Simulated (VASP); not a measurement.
Ti6Si: single point with PBE

Ti6Si, a slab with vacuum:

```
Ti Si
1.0
     2.83197    0.00000    0.00000
     0.00000    4.57935    0.00000
     0.00000    0.00000   22.05069
Ti Si
6 1
Direct
  0.50000 0.00000 0.18140
  0.00000 0.50000 0.24135
  0.50000 0.00000 0.30130
  0.50000 0.50000 0.36258
  0.00000 0.00000 0.42082
  0.50000 0.50000 0.47847
  0.83333 0.00000 0.53171
```

```json
{
 "Program": "VASP 6.6.1",
 "Task": "single point",
 "Functional": "PBE",
 "Potentials or basis": "VASP PAW PBE potentials, release 64 (Ti_sv, Si)",
 "Cutoff": "520 eV",
 "k mesh": "9 × 6 × 1",
 "Occupations": "gaussian, width 0.1 eV",
 "Spin": "no spin polarisation",
 "Dipole correction": "yes",
 "Further INCAR settings": "ALGO = Normal; EDIFF = 1e-06; NBANDS = 47"
}
```

| Property | Result |
| --- | --- |
| Largest force | 1.380 eV/Å |
| Band gap on the k mesh | zero (bands 38 and 39 overlap by 0.12 eV) |

Forces in eV/Å, atoms in the order of the input:
```
Ti  -0.004  0.000  0.377
Ti   0.004  0.000  0.113
Ti   0.011  0.000 -0.442
Ti  -0.007  0.000 -0.308
Ti   0.423  0.000 -1.064
Ti  -0.380  0.000  1.326
Si  -0.047  0.000 -0.002
```

Levels at points of the mesh, in eV from the Fermi level:
```tsv
k point	band 36	band 37	band 38	band 39	band 40	band 41
(0.00, 0.00, 0.00)	-0.52	-0.20	-0.06	0.14	0.22	0.39
(0.00, 0.50, 0.00)	-0.26	-0.24	-0.22	0.10	0.22	0.31
```

It took 11 min on 1 thread of Intel(R) Xeon(R) Platinum 8488C (Sapphire Rapids), with other jobs on the host, peak memory 0.46 GiB.
